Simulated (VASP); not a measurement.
Write the native input for VASP 6.6.1 that does the following.

```
Task                   : single point
Functional             : r2SCAN
Potentials or basis    : VASP PAW PBE potentials, release 64 (Sn_d)
Cutoff                 : 520 eV
k mesh                 : 6 × 6 × 6
Occupations            : fermi-dirac, width 0.02 eV
Spin                   : no spin polarisation
Dipole correction      : no
Further INCAR settings : ALGO = Normal; EDIFF = 1e-07; NBANDS = 21
```

The system is Sn.

```
Sn
1.0
     0.00000    3.28446    3.28446
     3.28446    0.00000    3.28446
     3.28446    3.28446    0.00000
Sn
2
Direct
  0.00000 0.00000 0.00000
  0.25000 0.25000 0.25000
```

One way to write it, as run:

POSCAR

```
Sn
1.0
    0.0000000000      3.2844597792      3.2844597792
    3.2844597792      0.0000000000      3.2844597792
    3.2844597792      3.2844597792      0.0000000000
Sn
2
Direct
    0.0000000000      0.0000000000      0.0000000000
    0.2500000000      0.2500000000      0.2500000000
```

INCAR.step1

```
ALGO = Normal
EDIFF = 1E-4
ENCUT = 520
GGA = PE
ISMEAR = -1
LASPH = T
LCHARG = F
LREAL = F
LWAVE = T
NBANDS = 21
NELM = 60
PREC = Accurate
SIGMA = 0.02
```

INCAR.step2

```
ALGO = Normal
EDIFF = 1E-7
ENCUT = 520
ISIF = 2
ISMEAR = -1
ISTART = 1
LASPH = T
LCHARG = F
LMIXTAU = T
LREAL = F
LWAVE = F
METAGGA = R2SCAN
NBANDS = 21
NELM = 60
PREC = Accurate
SIGMA = 0.02
```

KPOINTS

```
k-points
0
Gamma
  6 6 6
```

Potentials or basis: VASP PAW PBE potentials, release 64 (Sn_d).

Command:

```console
$ cat potpaw_PBE.64/Sn_d/POTCAR > POTCAR
$ cp INCAR.step1 INCAR
$ mpirun -np 1 vasp_std > vasp.out
$ cp INCAR.step2 INCAR
$ mpirun -np 1 vasp_std > vasp.out
```

It gave:

| Property | Result |
| --- | --- |
| Pressure | 0.0 GPa |
| Band gap on the k mesh | zero (filled and empty bands touch) |

Caveat: the PAW data sets were made with another functional, which shifts forces and pressure a little; spin-orbit coupling is left out, which moves the levels of the heavy elements.

It took 87 s on 1 thread of Intel(R) Xeon(R) Platinum 8259CL CPU @ 2.50GHz (Skylake/Cascade Lake), with other jobs on the host, peak memory 0.21 GiB.
